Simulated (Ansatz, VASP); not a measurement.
## One calculation of HfGa2As2, two programs

```
Hf Ga As
1.0
     3.61634    0.00000    0.00000
     0.00000    3.61634    0.00000
     0.00000    0.00000    7.66062
Hf Ga As
1 2 2
Cartesian
  0.0000 0.0000 0.0000
  0.0000 1.8082 3.8303
  1.8082 0.0000 3.8303
  1.8082 1.8082 1.3728
  1.8082 1.8082 6.2879
```

Change from the starting cell: species swapped into the CeMg2Si2 type (P4/mmm, No. 123).

Alike in both runs: functional PBE; k mesh 10 × 10 × 6; occupations gaussian, width 0.1 eV; no spin polarisation.

Ansatz relaxed the structure, and its values are those at the end. VASP's run is a single point on that final structure, the one shown.

```csv
,VASP,Ansatz
version,VASP 6.6.1,Ansatz 0.2.0
potentials or method,"VASP PAW PBE potentials, release 64 (Hf_pv, Ga_d, As), cutoff 520 eV","scalar-relativistic, plane waves, PAW"
valence electrons in the cell,46,82
```

```csv
,VASP,Ansatz,Ansatz less VASP
gap on the k mesh at the Fermi level (eV),none,none,-
pressure (GPa),-0.1,0.0,+0.07
rms of the force components (eV/Å),0.005,0.000,-0.0044
```

A gap of «none» marks a metal or a gap that the smearing closes. VASP's potentials hold 46 valence electrons a cell and Ansatz's 82, so a difference there can come from the potentials and not from the codes.

Spin-orbit coupling is off throughout.
